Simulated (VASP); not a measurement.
# KZnF3 (P1) in VASP: single point with PBE+D3(BJ)

Aim: the single point of KZnF3 with PBE+D3(BJ).

All numbers are computed with VASP 6.6.1; they aren't measurements. Logs are shortened: lines on timing, memory, paths and dates and some standing lists are left out, and cuts for length are marked.

## Step 1: The cell of the first run

The typed cell holds 10 atoms: a = 8.100 Å, b = 4.050 Å, c = 4.050 Å, α = 90.00°, β = 90.00°, γ = 90.00°.

## Step 2: Single point, PBE+D3(BJ)

INCAR reads:

```
SYSTEM = KZnF3
PREC = Accurate
ENCUT = 520
EDIFF = 1E-6
ISMEAR = -1
SIGMA = 0.1
LREAL = .False.
LASPH = .True.
NELM = 120
ALGO = Normal
ISIF = 2
LWAVE = .False.
LCHARG = .False.
GGA = PE
IVDW = 12
NBANDS = 53
GGA_COMPAT = .False.
```

KPOINTS reads:

```
Automatic mesh
0
Gamma
  1 2 2
  0 0 0
```

POSCAR reads:

```
KZnF3
1.0
    8.1000000000      0.0000000000      0.0000000000
    0.0000000000      4.0500000000      0.0000000000
    0.0000000000      0.0000000000      4.0500000000
K Zn F
2 2 6
Direct
    0.0070300000      0.0050024691     -0.0139362963
    0.5161939506      0.0022190123     -0.0542429630
    0.2458365432      0.4920083951      0.5094940741
    0.7483792593      0.4618948148      0.5288041975
    0.2533504938      0.5316874074     -0.0133604938
    0.0061862963      0.4893283951      0.4976977778
    0.2569576543      0.0174762963      0.5463409877
    0.7445328395      0.5843449383     -0.0007938272
    0.4889765432      0.5073459259      0.5033511111
    0.7221072840      0.0135901235      0.4752777778
```

Potentials or basis: VASP PAW PBE potentials, release 64 (K_sv, Zn, F).

Launch:

```console
cat potpaw_PBE.64/K_sv/POTCAR potpaw_PBE.64/Zn/POTCAR potpaw_PBE.64/F/POTCAR > POTCAR
mpirun -np 1 vasp_std > vasp.out
```

OUTCAR:

```text
SYSTEM = KZnF3
   PREC = Accurate
   ENCUT = 520
   EDIFF = 1E-6
   ISMEAR = -1
   LREAL = .False.
   LASPH = .True.
   NELM = 120
   ISIF = 2
   GGA = PE
   IVDW = 12
 IVDW          = 12

 ion  position               nearest neighbor table
   1  0.007  0.005  0.986-   7 2.70   8 2.73   5 2.77   6 2.79   6 2.85   4 3.35   3 3.37
   2  0.516  0.002  0.946-   8 2.52  10 2.53   7 2.65   9 2.70  10 2.72   9 2.73   4 3.14   4 3.34

   3  0.246  0.492  0.509-   7 1.93   5 1.94   6 1.94   9 1.97   5 2.12   7 2.14   1 3.37
   4  0.748  0.462  0.529-  10 1.84   8 1.97   6 2.09   9 2.11   8 2.20  10 2.25   2 3.14   2 3.34
                             1 3.35
   5  0.253  0.532  0.987-   3 1.94   3 2.12   1 2.77
   6  0.006  0.489  0.498-   3 1.94   4 2.09   1 2.79   1 2.85
   7  0.257  0.017  0.546-   3 1.93   3 2.14   2 2.65   1 2.70
   8  0.745  0.584  0.999-   4 1.97   4 2.20   2 2.52   1 2.73
   9  0.489  0.507  0.503-   3 1.97   4 2.11   2 2.70   2 2.73
  10  0.722  0.014  0.475-   4 1.84   4 2.25   2 2.53   2 2.72

  LATTYP: Found a simple tetragonal cell.
 ALAT       =     4.0500000000
 C/A-ratio  =     2.0000000000

  Lattice vectors:

 A1 = (   0.0000000000,   4.0500000000,   0.0000000000)
 A2 = (   0.0000000000,   0.0000000000,   4.0500000000)
 A3 = (   8.1000000000,   0.0000000000,   0.0000000000)

Analysis of symmetry for initial positions (statically):
=====================================================================
 Subroutine PRICEL returns:
 Original cell was already a primitive cell.

 Routine SETGRP: Setting up the symmetry group for a
 simple tetragonal supercell.

 Subroutine GETGRP returns: Found  1 space group operations
 (whereof  1 operations were pure point group operations)
 out of a pool of 16 trial point group operations.

The static configuration has the point symmetry C_1 .

Analysis of symmetry for dynamics (positions and initial velocities):
=====================================================================
 Subroutine PRICEL returns:
 Original cell was already a primitive cell.

 Routine SETGRP: Setting up the symmetry group for a
 simple tetragonal supercell.

 Subroutine GETGRP returns: Found  1 space group operations
 (whereof  1 operations were pure point group operations)
 out of a pool of 16 trial point group operations.

The dynamic configuration has the point symmetry C_1 .

 Subroutine INISYM returns: Found  1 space group operations
 (whereof  1 operations are pure point group operations),
 and found     1 'primitive' translations

----------------------------------------------------------------------------------------

                                     Primitive cell

  volume of cell :     132.8602

  direct lattice vectors                    reciprocal lattice vectors
     8.100000000  0.000000000  0.000000000     0.123456790  0.000000000  0.000000000
     0.000000000  4.050000000  0.000000000     0.000000000  0.246913580  0.000000000
     0.000000000  0.000000000  4.050000000     0.000000000  0.000000000  0.246913580

  length of vectors
     8.100000000  4.050000000  4.050000000     0.123456790  0.246913580  0.246913580

  position of ions in fractional coordinates (direct lattice)
     0.007030000  0.005002469  0.986063704
     0.516193951  0.002219012  0.945757037
     0.245836543  0.492008395  0.509494074
     0.748379259  0.461894815  0.528804198
     0.253350494  0.531687407  0.986639506
     0.006186296  0.489328395  0.497697778
     0.256957654  0.017476296  0.546340988
     0.744532840  0.584344938  0.999206173
     0.488976543  0.507345926  0.503351111
     0.722107284  0.013590124  0.475277778

  ion indices of the primitive-cell ions
   primitive index   ion index
                 1           1
                 2           2
                 3           3
                 4           4
                 5           5
                 6           6
                 7           7
                 8           8
                 9           9
                10          10

----------------------------------------------------------------------------------------

 KPOINTS: Automatic mesh

Automatic generation of k-mesh.
 Grid dimensions read from file:
 generate k-points for:    1    2    2

 Generating k-lattice:

  Cartesian coordinates                     Fractional coordinates (reciprocal lattice)
     0.123456790  0.000000000  0.000000000     1.000000000  0.000000000  0.000000000
     0.000000000  0.123456790  0.000000000     0.000000000  0.500000000  0.000000000
     0.000000000  0.000000000  0.123456790     0.000000000  0.000000000  0.500000000

  Length of vectors
     0.123456790  0.123456790  0.123456790

  Shift w.r.t. Gamma in fractional coordinates (k-lattice)
     0.000000000  0.000000000  0.000000000

 Subroutine IBZKPT returns following result:
 ===========================================

 Found      4 irreducible k-points:

 Following reciprocal coordinates:
            Coordinates               Weight
  0.000000  0.000000  0.000000      1.000000
  0.000000  0.500000  0.000000      1.000000
  0.000000  0.000000  0.500000      1.000000
  0.000000  0.500000  0.500000      1.000000
   k-points           NKPTS =      4   k-points in BZ     NKDIM =      4   number of bands    NBANDS=     53
   number of dos      NEDOS =    301   number of ions     NIONS =     10
   total plane-waves  NPLWV =  54000
   dimension x,y,z NGX =    60 NGY =   30 NGZ =   30
   dimension x,y,z NGXF=   120 NGYF=   60 NGZF=   60
   ions per type =               2   2   6
   NGX,Y,Z   is equivalent  to a cutoff of  12.31, 12.31, 12.31 a.u.
   NGXF,Y,Z  is equivalent  to a cutoff of  24.63, 24.63, 24.63 a.u.
 SYSTEM =  KZnF3
   PREC   = accura    normal or accurate (medium, high low for compatibility)
   ISTART =      0    job   : 0-new  1-cont  2-samecut
   ICHARG =      2    charge: 1-file 2-atom 10-const
   ISPIN  =      1    spin polarized calculation?
   LNONCOLLINEAR =      F non collinear calculations
   LSORBIT =      F    spin-orbit coupling
   LASPH  =      T    aspherical Exc in radial PAW
   ENCUT  =  520.0 eV  38.22 Ry    6.18 a.u.  15.06  7.53  7.53*2*pi/ulx,y,z
   NELM   =    120;   NELMIN=  2; NELMDL= -5     # of ELM steps
   EDIFF  = 0.1E-05   stopping-criterion for ELM
   LREAL  =      F    real-space projection
   EDIFFG = 0.1E-04   stopping-criterion for IOM
   NSW    =      0    number of steps for IOM
   IBRION =     -1    ionic relax: 0-MD 1-quasi-New 2-CG
   NFREE  =      0    steps in history (QN), initial steepest desc. (CG)
   ISIF   =      2    stress and relaxation
   ISYM   =      2    0-nonsym 1-usesym 2-fastsym
   POTIM  = 0.5000    time-step for ionic-motion
   TEBEG  =    0.0;   TEEND  =   0.0 temperature during run
   PSTRESS=    0.0 pullay stress
   NELECT =      84.0000    total number of electrons
   NUPDOWN=      -1.0000    fix difference up-down
   EMIN   =  10.00;   EMAX   =-10.00  energy-range for DOS
   EFERMI =   0.00;   METHOD = LEGACY
   ISMEAR =    -1;   SIGMA  =   0.10  broadening in eV -4-tet -1-fermi 0-gaus
   EFERMI_NEDOS =   21; number of points for ismear=-14 and -15
   IALGO  =     38    algorithm
   IMIX   =      4    mixing-type and parameters
     AMIX     =   0.40;   BMIX     =  1.00
     AMIX_MAG =   1.60;   BMIX_MAG =  1.00
  volume/ion in A,a.u.               =      13.29        89.66
  Fermi-wavevector in a.u.,A,eV,Ry     =   1.405086  2.655228 26.861528  1.974267
  Thomas-Fermi vector in A             =   2.527583
   LORBIT       =      0    0 simple, 1 ext, 2 COOP (PROOUT), +10 PAW based schemes
   GGA     = PE    functional components
   LHFCALC =     F    Hartree Fock is set to
   AEXX    =    0.0000 exact exchange contribution
   IVDW    =    12    specifies the selected vdW correction
   LEPSILON=     F    determine dielectric tensor
   LRPA    =     F    only Hartree local field effects (RPA)
 non-spin polarized calculation
  energy-cutoff  :      520.00
  volume of cell :      132.86
 maximum number of plane-waves:      3591
   NGX = 31   NGY = 15   NGZ = 15

 number of electron      83.9999972 magnetization

 Free energy of the ion-electron system (eV)
  ---------------------------------------------------
  ext. energy  EPLUGINS =         0.00000000
  ---------------------------------------------------
  free energy    TOTEN  =       -39.74487594 eV

  energy without entropy =      -39.74487577  energy(sigma->0) =      -39.74487586

 E-fermi :   1.2160     XC(G=0):  -9.8602

 val. band max:       -0.4209395798   @ k =   0.0000   0.5000   0.5000
 cond. band min:       2.8313004759   @ k =   0.0000   0.0000   0.0000
 fundamental gap:      3.2522400557
 Fermi energy:         1.2159780361

 k-point     1 :       0.0000    0.0000    0.0000
  band No.  band energies     occupation
      1     -28.1884      2.00000
      2     -27.3798      2.00000
      3     -22.6356      2.00000
      4     -22.3829      2.00000
      5     -22.0160      2.00000
      6     -21.8754      2.00000
[... 45 lines left out ...]
     52      10.1346      0.00000
     53      10.4815      0.00000

 k-point     2 :       0.0000    0.5000    0.0000
  band No.  band energies     occupation
      1     -28.1699      2.00000
      2     -27.3572      2.00000
      3     -22.4520      2.00000
      4     -22.4217      2.00000
      5     -22.1072      2.00000
      6     -21.6645      2.00000
[... 45 lines left out ...]
     52      10.2941      0.00000
     53      10.6940      0.00000

 k-point     3 :       0.0000    0.0000    0.5000
  band No.  band energies     occupation
      1     -28.1705      2.00000
      2     -27.3545      2.00000
      3     -22.5425      2.00000
      4     -22.3654      2.00000
      5     -22.1016      2.00000
      6     -21.7386      2.00000
[... 45 lines left out ...]
     52      10.5294      0.00000
     53      10.8711      0.00000

 k-point     4 :       0.0000    0.5000    0.5000
  band No.  band energies     occupation
      1     -28.1576      2.00000
      2     -27.3377      2.00000
      3     -22.4218      2.00000
      4     -22.3720      2.00000
      5     -22.1045      2.00000
      6     -21.5660      2.00000
[... 45 lines left out ...]
     52      10.7176      0.00000
     53      10.7502      0.00000

------------------------ aborting loop because EDIFF is reached ----------------------------------------

 Edisp (eV)   -1.56940

 E8    (eV) :    -0.6457

  FORCE on cell =-STRESS in cart. coord.  units (eV):
  Direction    XX          YY          ZZ          XY          YZ          ZX
  --------------------------------------------------------------------------------------
  -------------------------------------------------------------------------------------
  Total       3.98923     5.76911     3.38278    -0.12480     0.47808    -0.31206
  in kB      48.10662    69.57038    40.79333    -1.50492     5.76521    -3.76312
  external pressure =       52.82 kB  Pullay stress =        0.00 kB

 VOLUME and BASIS-vectors are now :
 -----------------------------------------------------------------------------
  energy-cutoff  :      520.00
  volume of cell :      132.86
      direct lattice vectors                 reciprocal lattice vectors
     8.100000000  0.000000000  0.000000000     0.123456790  0.000000000  0.000000000
     0.000000000  4.050000000  0.000000000     0.000000000  0.246913580  0.000000000
     0.000000000  0.000000000  4.050000000     0.000000000  0.000000000  0.246913580

 POSITION                                       TOTAL-FORCE (eV/Angst)
 -----------------------------------------------------------------------------------
      0.05694      0.02026      3.99356         0.152751     -0.080172      0.213694
      4.18117      0.00899      3.83032        -0.843898      0.098867      0.631039
      1.99128      1.99263      2.06345         0.781213      0.817279     -0.897188
      6.06187      1.87067      2.14166        -0.236701      1.995936     -0.703348
      2.05214      2.15333      3.99589        -0.271879     -0.046852      1.335508
      0.05011      1.98178      2.01568        -1.348341      0.071891     -0.091063
      2.08136      0.07078      2.21268        -0.360902     -0.875710     -0.464906
      6.03072      2.36660      4.04678         0.493241     -0.741536      0.278092
      3.96071      2.05475      2.03857         1.021813     -0.001977     -0.184231
      5.84907      0.05504      1.92488         0.612704     -1.237726     -0.117597
 -----------------------------------------------------------------------------------
    total drift:                               -0.000704      0.001558      0.002876

  FREE ENERGIE OF THE ION-ELECTRON SYSTEM (eV)
  ---------------------------------------------------
  free  energy   TOTEN  =       -41.3142787589 eV

  energy  without entropy=      -41.3142785899  energy(sigma->0) =      -41.31427867
```

Run time: 40 s. Hardware: 1 thread of Intel Xeon Platinum 8375C at 2.90GHz (Ice Lake), shared host; peak memory 0.24 GiB.

Results:

```
Free energy                : -41.3143 eV
Pressure                   : 5.3 GPa
Largest force              : 2.129 eV/Å
Band gap on the k mesh     : 3.25 eV (least direct gap 4.80 eV)
Dispersion energy per atom : -0.157 eV
```

Forces in eV/Å, atoms in the order of the input:
```
K    0.153 -0.080  0.214
K   -0.844  0.099  0.631
Zn   0.781  0.817 -0.897
Zn  -0.237  1.996 -0.703
F   -0.272 -0.047  1.336
F   -1.348  0.072 -0.091
F   -0.361 -0.876 -0.465
F    0.493 -0.742  0.278
F    1.022 -0.002 -0.184
F    0.613 -1.238 -0.118
```

Caveat: the k points lie up to 0.78 Å⁻¹ apart; three body term missing; an odd mesh through Γ misses points on the zone boundary, where band edges can lie; forces of over 1 eV/Å act on the atoms, so gaps and moduli don't describe the material at rest.
